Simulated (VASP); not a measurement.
Wanted: the native input for a VASP 6.6.1 run.

```yaml
Task: single point
Functional: HSE06
Potentials_or_basis: VASP PAW PBE potentials, release 64 (Zn, S)
Cutoff: 520 eV
k_mesh: 6 × 6 × 6
Occupations: gaussian, width 0.01 eV
Spin: no spin polarisation
Dipole_correction: no
Grid_for_exact_exchange_PRECFOCK: Normal
Further_INCAR_settings: ALGO = Normal; EDIFF = 1e-07; NBANDS = 16
Share_of_exact_exchange: 0.25
Screening_parameter: 0.2079 1/Å
```

Crystal: ZnS.

```
Zn S
1.0
     0.00000    2.69409    2.58632
     2.69409    0.00000    2.58632
     2.69409    2.69409    0.00000
Zn S
1 1
Direct
  0.00000 0.00000 0.00000
  0.25000 0.25000 0.25000
```

This cell differs from its parent crystal: uniaxial z strain -4.0%.

The input as run:

POSCAR

```
ZnS
1.0
    0.0000000000      2.6940858315      2.5863223983
    2.6940858315      0.0000000000      2.5863223983
    2.6940858315      2.6940858315      0.0000000000
Zn S
1 1
Direct
    0.0000000000      0.0000000000      0.0000000000
    0.2500000000      0.2500000000      0.2500000000
```

INCAR.step1

```
SYSTEM = ZnS
PREC = Accurate
ENCUT = 520
EDIFF = 1E-5
ISMEAR = 0
SIGMA = 0.01
LREAL = .FALSE.
LASPH = .TRUE.
NELM = 60
ALGO = Normal
ISIF = 2
LWAVE = .TRUE.
LCHARG = .FALSE.
NBANDS = 16
GGA = PE
```

INCAR.step2

```
SYSTEM = ZnS
PREC = Accurate
ENCUT = 520
EDIFF = 1E-7
ISMEAR = 0
SIGMA = 0.01
LREAL = .FALSE.
LASPH = .TRUE.
NELM = 60
ALGO = Normal
ISIF = 2
LWAVE = .FALSE.
LCHARG = .FALSE.
GGA = PE
LHFCALC = .TRUE.
HFSCREEN = 0.2079
PRECFOCK = Normal
NBANDS = 16
ISTART = 1
```

KPOINTS

```
regular mesh
0
G
  6 6 6
  0 0 0
```

Potentials or basis: VASP PAW PBE potentials, release 64 (Zn, S).

Run with:

```sh
$ cat potpaw_PBE.64/Zn/POTCAR potpaw_PBE.64/S/POTCAR > POTCAR
$ cp INCAR.step1 INCAR
$ mpirun -np 1 vasp_std > vasp.out
$ cp INCAR.step2 INCAR
$ mpirun -np 1 vasp_std > vasp.out
```

It gave:

```
Pressure               : 5.2 GPa
Band gap on the k mesh : 3.47 eV
```

Caveat: the cell differs from its parent crystal (uniaxial z strain -4.0%); the cell stands under pressure; the PAW data sets were made with another functional, which shifts forces and pressure a little.

Wall time 110 min on 1 thread of AMD EPYC 9755 128-Core Processor, on a shared host, peak memory 0.26 GiB.
